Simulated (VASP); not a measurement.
Runs of VASP 6.6.1 on Hg2Se3. The structure is that of space group Pm-3m (No. 221), or close to it. The cells are those of the table. 

```tsv
task	cell	k mesh	cutoff (eV)	gap on the mesh (eV)	pressure (GPa)	relaxed volume (Å³/atom)
single point	a = 5.305 Å, 5 atoms	4 × 4 × 4	520	none	0.5	-
relaxation of cell and atoms	relaxed from a = 5.305 Å, 5 atoms	8 × 8 × 8	600	none	0.0	(b)
single point	a = 5.140 Å, 5 atoms	4 × 4 × 4	520	none	(a)	-
single point	a = 5.297 Å, 5 atoms	8 × 8 × 8	520	none	0.2	-
relaxation of cell and atoms	relaxed from a = 5.140 Å, 5 atoms	4 × 4 × 4	600	none	0.0	30.31
```

Alike in all rows: level PBE; potentials or basis VASP PAW PBE potentials, release 64 (Hg, Se); no spin polarisation; smearing gaussian 0.1 eV.

Task: Fill in the values left out.

Result: (a) 4.9; (b) 29.94.

Caveats: spin-orbit coupling is left out, which moves the levels of the heavy elements.

A k mesh can miss the band edges, and the runs leave out spin-orbit coupling on Hg, Se.

A gap of «none» marks levels without a gap at the run's occupations.
